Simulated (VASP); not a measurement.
# Mg31O33 (a cell with a defect) in VASP: single point with PBEsol

Aim: the single point of Mg31O33 (a cell with a defect) with PBEsol.

All numbers are computed with VASP 6.6.1; they aren't measurements. Logs are shortened: lines on timing, memory, paths and dates and some standing lists are left out, and cuts for length are marked.

## 1. The cell of the first run

The cell holds a defect, 64 atoms: a = 8.429 Å, b = 8.429 Å, c = 8.429 Å, α = 90.00°, β = 90.00°, γ = 90.00°.

## 2. Single point, PBEsol, collinear spin

File INCAR:

```
PREC = Accurate
ENCUT = 520
EDIFF = 1E-6
ISMEAR = -1
SIGMA = 0.05
LREAL = Auto
LASPH = T
NELM = 150
ALGO = Normal
ISIF = 2
LWAVE = F
LCHARG = F
ISPIN = 2
MAGMOM = 0 0 0 0.143 0 0 0 0.143 0 0 0 0 0 0.143 0 0.143 0 0 0 0 0 0 0.143 0.143 0.143 0 0 0 0 0 0 0 0 0 0 0 0 0 0 0 0 0 0 0 0 0 0 0 0 0 0 0 0 0 0 0 0 0 0 0 0 0 0 0
LORBIT = 11
NUPDOWN = 1.0
GGA = PS
NBANDS = 172
NELECT = 261.0
ISYM = 0
```

File KPOINTS:

```
Automatic mesh
0
Gamma
  1 1 1
  0.25 0.25 0.25
```

File POSCAR:

```
Mg31O33
1.0
    8.4288080000      0.0000000000      0.0000000000
    0.0000000000      8.4288080000      0.0000000000
    0.0000000000      0.0000000000      8.4288080000
O Mg
33 31
Direct
    0.2492190000      0.0000110000      0.0006580000
    0.2479640000      0.9999950000      0.5006560000
    0.2479570000      0.5000150000      0.0006400000
    0.2335070000      0.5001210000      0.5007010000
    0.7507750000      0.9999720000      0.0006350000
    0.7520110000      0.9999560000      0.5006420000
    0.7520050000      0.5000180000      0.0005920000
    0.7665560000      0.4999900000      0.5006130000
    0.0000080000      0.2493240000      0.0006160000
    0.0000270000      0.2484060000      0.5006260000
    0.9999780000      0.7506890000      0.0006270000
    0.9999990000      0.7516340000      0.5006420000
    0.4999770000      0.2481170000      0.0005710000
    0.5000320000      0.2333690000      0.5005080000
    0.4999840000      0.7519290000      0.0006330000
    0.4999030000      0.7665850000      0.5007100000
    0.0000130000      0.0000120000      0.2499540000
    0.9999810000      0.0000180000      0.7513160000
    0.0000270000      0.4999920000      0.2490170000
    0.0000040000      0.5000040000      0.7522390000
    0.5000080000      0.9999460000      0.2487150000
    0.4999670000      0.0000110000      0.7525270000
    0.5000100000      0.4999640000      0.2340260000
    0.4999100000      0.5001460000      0.7672450000
    0.5000480000      0.4995680000      0.5012040000
    0.2504110000      0.2505090000      0.2511470000
    0.2504220000      0.2505300000      0.7501620000
    0.2504270000      0.7495090000      0.2511800000
    0.2503510000      0.7495330000      0.7501370000
    0.7496380000      0.2504750000      0.2511110000
    0.7495700000      0.2504680000      0.7501030000
    0.7495670000      0.7494800000      0.2511170000
    0.7495560000      0.7495090000      0.7501460000
    0.9999920000      0.0000150000      0.0006210000
    0.9999980000      0.9999890000      0.5006520000
    0.9999740000      0.5000000000      0.0006590000
    0.0000120000      0.5000400000      0.5005700000
    0.5000070000      0.0000310000      0.0006290000
    0.5000010000      0.9999510000      0.5006530000
    0.5000020000      0.5000120000      0.0006900000
    0.2510980000      0.2509960000      0.0006900000
    0.2541170000      0.2535480000      0.5006390000
    0.2510350000      0.7490500000      0.0006620000
    0.2539540000      0.7465190000      0.5006780000
    0.7489060000      0.2509760000      0.0006430000
    0.7460120000      0.2534230000      0.5005980000
    0.7489210000      0.7490170000      0.0006530000
    0.7459090000      0.7464080000      0.5006190000
    0.2511140000      0.0000300000      0.2516480000
    0.2510330000      0.0000410000      0.7496900000
    0.2541570000      0.5000070000      0.2542550000
    0.2538860000      0.5000390000      0.7472510000
    0.7489060000      0.9999890000      0.2516020000
    0.7489140000      0.0000090000      0.7496740000
    0.7458870000      0.4999770000      0.2541430000
    0.7459940000      0.4999850000      0.7471190000
    0.0000190000      0.2510190000      0.2516230000
    0.0000020000      0.2509910000      0.7496230000
    0.9999700000      0.7490020000      0.2516200000
    0.9999620000      0.7490270000      0.7496300000
    0.5000340000      0.2539160000      0.2545600000
    0.4999860000      0.2538650000      0.7466760000
    0.5000230000      0.7460470000      0.2545030000
    0.4999450000      0.7462240000      0.7468060000
```

Potentials or basis: VASP PAW PBE potentials, release 64 (O, Mg).

Started as:

```bash
$ cat potpaw_PBE.64/O/POTCAR potpaw_PBE.64/Mg/POTCAR > POTCAR
$ mpirun -np 1 vasp_std > vasp.out
```

OUTCAR:

```text
PREC = Accurate
   ENCUT = 520
   EDIFF = 1E-6
   ISMEAR = -1
   LREAL = Auto
   LASPH = T
   NELM = 150
   ISIF = 2
   ISPIN = 2
   LORBIT = 11
   NUPDOWN = 1.0
   GGA = PS
   NELECT = 261.0
   ISYM = 0

 ion  position               nearest neighbor table
   1  0.249  0.000  0.001-  34 2.10  38 2.11  43 2.12  50 2.12  41 2.12  49 2.12
   2  0.248  1.000  0.501-  35 2.09  49 2.10  50 2.10  39 2.12  44 2.14  42 2.14
   3  0.248  0.500  0.001-  36 2.09  41 2.10  43 2.10  40 2.12  52 2.14  51 2.14
   4  0.234  0.500  0.501-  37 1.97  44 2.08  51 2.08  52 2.09  42 2.09
   5  0.751  1.000  0.001-  34 2.10  38 2.11  47 2.12  54 2.12  53 2.12  45 2.12
   6  0.752  1.000  0.501-  35 2.09  54 2.10  53 2.10  39 2.12  46 2.14  48 2.14
   7  0.752  0.500  0.001-  36 2.09  47 2.10  45 2.10  40 2.12  56 2.14  55 2.14
   8  0.767  0.500  0.501-  37 1.97  48 2.08  55 2.08  56 2.08  46 2.09
   9  0.000  0.249  0.001-  34 2.10  36 2.11  58 2.12  57 2.12  41 2.12  45 2.12
  10  0.000  0.248  0.501-  35 2.09  58 2.10  57 2.10  37 2.12  46 2.14  42 2.14
  11  1.000  0.751  0.001-  34 2.10  36 2.11  59 2.12  60 2.12  43 2.12  47 2.12
  12  1.000  0.752  0.501-  35 2.09  60 2.10  59 2.10  37 2.12  44 2.14  48 2.14
  13  0.500  0.248  0.001-  38 2.09  41 2.10  45 2.10  40 2.12  62 2.14  61 2.14
  14  0.500  0.233  0.501-  39 1.97  42 2.08  46 2.08  61 2.08  62 2.08
  15  0.500  0.752  0.001-  38 2.09  47 2.10  43 2.10  40 2.12  64 2.14  63 2.14
  16  0.500  0.767  0.501-  39 1.97  44 2.08  48 2.08  64 2.08  63 2.08
  17  0.000  0.000  0.250-  34 2.10  35 2.11  57 2.12  59 2.12  49 2.12  53 2.12
  18  1.000  0.000  0.751-  34 2.10  35 2.11  58 2.12  60 2.12  50 2.12  54 2.12
  19  0.000  0.500  0.249-  36 2.09  57 2.10  59 2.10  37 2.12  51 2.14  55 2.14
  20  0.000  0.500  0.752-  36 2.09  58 2.10  60 2.10  37 2.12  52 2.14  56 2.14
  21  0.500  1.000  0.249-  38 2.09  49 2.10  53 2.10  39 2.12  63 2.14  61 2.14
  22  0.500  0.000  0.753-  38 2.09  50 2.10  54 2.10  39 2.12  64 2.14  62 2.14
  23  0.500  0.500  0.234-  40 1.97  51 2.08  55 2.08  61 2.08  63 2.08
  24  0.500  0.500  0.767-  40 1.97  52 2.08  56 2.08  64 2.08  62 2.08
  25  0.500  0.500  0.501-
  26  0.250  0.251  0.251-  42 2.10  51 2.10  61 2.10  57 2.11  41 2.11  49 2.11
  27  0.250  0.251  0.750-  52 2.10  42 2.10  62 2.10  58 2.11  50 2.11  41 2.11
  28  0.250  0.750  0.251-  44 2.10  51 2.10  63 2.10  59 2.11  43 2.11  49 2.11
  29  0.250  0.750  0.750-  44 2.10  52 2.10  64 2.10  60 2.11  50 2.11  43 2.11
  30  0.750  0.250  0.251-  46 2.10  55 2.10  61 2.10  57 2.11  45 2.11  53 2.11
  31  0.750  0.250  0.750-  46 2.10  56 2.10  62 2.10  58 2.11  54 2.11  45 2.11
  32  0.750  0.749  0.251-  48 2.10  55 2.10  63 2.10  59 2.11  47 2.11  53 2.11
  33  0.750  0.750  0.750-  56 2.10  48 2.10  64 2.10  60 2.11  54 2.11  47 2.11
  34  1.000  0.000  0.001-   5 2.10   1 2.10  18 2.10   9 2.10  11 2.10  17 2.10  50 2.99  58 2.99
                            60 2.99  57 2.99  43 2.99  59 2.99  54 2.99  45 2.99  53 2.99  47 2.99
  35  1.000  1.000  0.501-   2 2.09   6 2.09  12 2.09  10 2.09  18 2.11  17 2.11  60 2.98  58 2.98
                            59 2.98  57 2.98  50 2.98  54 2.98  49 2.98  53 2.98  46 3.02  44 3.02
  36  1.000  0.500  0.001-   7 2.09   3 2.09  19 2.09  20 2.09   9 2.11  11 2.11  57 2.98  59 2.98
[... 314 lines left out ...]

 k-point     1 :       0.2500    0.2500    0.2500
  band No.  band energies     occupation
      1     -14.3339      1.00000
      2     -13.9593      1.00000
      3     -13.7114      1.00000
      4     -13.7090      1.00000
      5     -13.5388      1.00000
      6     -13.3963      1.00000
[... 569 lines left out ...]
    141      11.5164      0.00000
    142      11.5887      0.00000
 Fermi energy:         4.4854791220

 spin component 2

 k-point     1 :       0.2500    0.2500    0.2500
  band No.  band energies     occupation
      1     -14.1400      1.00000
      2     -13.7967      1.00000
      3     -13.7126      1.00000
      4     -13.6950      1.00000
      5     -13.4525      1.00000
      6     -13.3975      1.00000
[... 569 lines left out ...]
    141      11.5267      0.00000
    142      11.5998      0.00000
 [bands above 142 left out]

------------------------ aborting loop because EDIFF is reached ----------------------------------------

  FORCE on cell =-STRESS in cart. coord.  units (eV):
  Direction    XX          YY          ZZ          XY          YZ          ZX
  --------------------------------------------------------------------------------------
  -------------------------------------------------------------------------------------
  Total        9.5983083      9.5127833      9.7465783     -0.0131663      0.0157907     -0.0107070
  in kB       25.6806963     25.4518704     26.0773991     -0.0352269      0.0422488     -0.0286470
  external PRESSURE =      25.7366553 kB  Pullay stress =       0.0000000 kB

 VOLUME and BASIS-vectors are now :
 -----------------------------------------------------------------------------
  energy-cutoff  :      520.00
  volume of cell :      598.82
      direct lattice vectors                 reciprocal lattice vectors
     8.428808000  0.000000000  0.000000000     0.118640738  0.000000000  0.000000000
     0.000000000  8.428808000  0.000000000     0.000000000  0.118640738  0.000000000
     0.000000000  0.000000000  8.428808000     0.000000000  0.000000000  0.118640738

 POSITION                                       TOTAL-FORCE (eV/Angst)
 -----------------------------------------------------------------------------------
      2.10062      0.00009      0.00555        -0.005723      0.001689      0.001734
      2.09004      8.42877      4.21993        -0.023680      0.005948      0.001976
      2.08998      4.21453      0.00539         0.017984      0.000227      0.002381
      1.96819      4.21542      4.22031        -0.039452     -0.009092      0.000122
      6.32814      8.42857      0.00535         0.004921      0.002923      0.002281
      6.33856      8.42844      4.21982         0.024981      0.002874      0.000853
[... 56 lines left out ...]
      4.21460      6.28829      2.14516        -0.005557      0.005735      0.076748
      4.21394      6.28978      6.29468         0.000387      0.000538     -0.077949
 -----------------------------------------------------------------------------------
    total drift:                                0.000883     -0.000351      0.073687

  FREE ENERGIE OF THE ION-ELECTRON SYSTEM (eV)
  ---------------------------------------------------
  free  energy   TOTEN  =      -389.2849898575 eV

  energy  without entropy=     -389.1502504912  energy(sigma->0) =     -389.21762017

 total charge

# of ion       s       p       d       tot
------------------------------------------
    1        1.538   3.541   0.000   5.079
    2        1.538   3.540   0.000   5.078
    3        1.538   3.539   0.000   5.077
    4        1.551   3.504   0.000   5.055
    5        1.538   3.541   0.000   5.079
    6        1.538   3.540   0.000   5.078
[... 56 lines left out ...]
   63        0.149   0.180   0.079   0.408
   64        0.149   0.180   0.079   0.408
--------------------------------------------------
tot         55.626 121.781   2.509 179.916

 magnetization (x)

# of ion       s       p       d       tot
------------------------------------------
    1       -0.000   0.000   0.000   0.000
    2        0.000   0.005   0.000   0.005
    3       -0.000  -0.002   0.000  -0.002
    4       -0.000  -0.015   0.000  -0.015
    5       -0.000   0.000   0.000   0.000
    6        0.000   0.005   0.000   0.005
[... 56 lines left out ...]
   63       -0.000  -0.000  -0.000  -0.001
   64       -0.000  -0.000  -0.000  -0.001
--------------------------------------------------
tot          0.023   0.857   0.001   0.881
```

Run time: 88 min. Hardware: 1 thread of Intel Xeon Platinum 8259CL at 2.50GHz (Skylake/Cascade Lake), shared host; peak memory 1.1 GiB.

What came out:

```yaml
Free_energy: -389.2850 eV
Largest_force: 0.120 eV/Å
Net_moment: 1.00 μB per cell
Site_moments: O +0.00, +0.01, -0.00, -0.01, +0.15, +0.62 (each value once); Mg +0.00, -0.00, +0.01 (each value once) μB
Valence_electrons_inside_the_program's_atomic_spheres: O 5.08, 5.05, 5.06, 4.63 (each value once); Mg 0.42, 0.46, 0.41 (each value once)
```

Forces on the atoms (eV/Å):
```
O   -0.006  0.002  0.002
O   -0.024  0.006  0.002
O    0.018  0.000  0.002
O   -0.039 -0.009  0.000
O    0.005  0.003  0.002
O    0.025  0.003  0.001
O   -0.017 -0.004  0.003
O    0.036 -0.002  0.002
O   -0.001 -0.003  0.003
O    0.000 -0.020  0.004
O   -0.001  0.003  0.004
O   -0.004  0.017  0.003
O    0.003  0.018  0.005
O    0.000 -0.038  0.010
O    0.000 -0.020  0.002
O    0.006  0.027 -0.004
O   -0.002 -0.001 -0.014
O    0.000  0.001  0.018
O   -0.001  0.001 -0.036
O   -0.003  0.000  0.036
O    0.001  0.007 -0.040
O    0.002  0.004  0.039
O    0.002  0.001 -0.099
O    0.005 -0.011  0.119
O   -0.001  0.008 -0.009
O   -0.001  0.002 -0.025
O   -0.002  0.002  0.027
O   -0.008 -0.002 -0.031
O   -0.005  0.001  0.036
O    0.000  0.002 -0.026
O    0.001  0.005  0.030
O    0.006 -0.001 -0.026
O    0.005 -0.002  0.030
Mg   0.001  0.000  0.001
Mg   0.000  0.002 -0.005
Mg   0.002  0.000 -0.002
Mg   0.002 -0.004  0.002
Mg  -0.002 -0.002 -0.001
Mg  -0.001 -0.006 -0.004
Mg  -0.003  0.000 -0.004
Mg  -0.014 -0.015 -0.005
Mg   0.034  0.037  0.000
Mg  -0.011  0.015  0.000
Mg   0.053 -0.035 -0.003
Mg   0.014 -0.016 -0.004
Mg  -0.041  0.041  0.000
Mg   0.012  0.016 -0.005
Mg  -0.047 -0.031  0.002
Mg  -0.001 -0.005  0.008
Mg   0.004 -0.003 -0.014
Mg   0.002  0.004  0.065
Mg   0.010  0.001 -0.080
Mg   0.000 -0.002  0.009
Mg  -0.003 -0.004 -0.014
Mg  -0.003  0.000  0.071
Mg  -0.007  0.004 -0.075
Mg   0.001 -0.005  0.008
Mg   0.001  0.001 -0.012
Mg   0.004  0.004  0.008
Mg   0.000  0.000 -0.010
Mg  -0.001 -0.004  0.061
Mg  -0.001  0.001 -0.066
Mg  -0.006  0.006  0.077
Mg   0.000  0.001 -0.078
```

Caveat: the k points lie up to 0.37 Å⁻¹ apart; the cell carries a net charge on a neutralising background, which shifts energy and pressure; the cell is charged against a uniform background, so pressure and absolute levels hang on convention; the PAW data sets were made with another functional, which shifts forces and pressure a little; the total moment is fixed, so each spin has its own Fermi level and the state may be an excited one.
